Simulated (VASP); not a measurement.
Input of a VASP 6.6.1 run:

File POSCAR:

```
MgSe
1.0
    0.0000000000      2.7254991651      2.7254991651
    2.7254991651      0.0000000000      2.7254991651
    2.7254991651      2.7254991651      0.0000000000
Mg Se
1 1
Direct
    0.0000000000      0.0000000000      0.0000000000
    0.5000000000      0.5000000000      0.5000000000
```

The input INCAR.step1:

```
PREC = Accurate
ENCUT = 660
ISMEAR = 0
SIGMA = 0.05
LREAL = F
LASPH = T
NELM = 120
NBANDS = 11
GGA = PE
ALGO = Normal
EDIFF = 1E-5
LWAVE = T
LCHARG = F
GGA_COMPAT = F
```

INCAR.step2

```
PREC = Accurate
ENCUT = 660
EDIFF = 1E-6
ISMEAR = 0
SIGMA = 0.05
LREAL = F
LASPH = T
NELM = 120
ALGO = Normal
ISIF = 2
LWAVE = F
LCHARG = T
METAGGA = R2SCAN
LMIXTAU = T
IVDW = 13
VDW_S6 = 1.0
VDW_S8 = 0.6018749
VDW_A1 = 0.51559235
VDW_A2 = 5.77342911
LELF = T
LVHAR = T
NBANDS = 11
ISTART = 1
GGA_COMPAT = F
```

KPOINTS

```
Automatic mesh
0
Gamma
  10 10 10
```

Potentials or basis: VASP PAW PBE potentials, release 64 (Mg, Se).

Launch:

```bash
$ cat potpaw_PBE.64/Mg/POTCAR potpaw_PBE.64/Se/POTCAR > POTCAR
$ cp INCAR.step1 INCAR
$ mpirun -np 1 vasp_std > vasp.out
$ cp INCAR.step2 INCAR
$ mpirun -np 1 vasp_std > vasp.out
```

(1) Estimate the band gap on the k mesh.

(2) What does it give for the dispersion energy per atom?

(3) Estimate the pressure.

Answers

(1) 2.46 eV, indirect (least direct gap 3.50 eV).

(2) -0.108 eV.

(3) -0.3 GPa.

Caveat: the PAW data sets were made with another functional, which shifts forces and pressure a little.
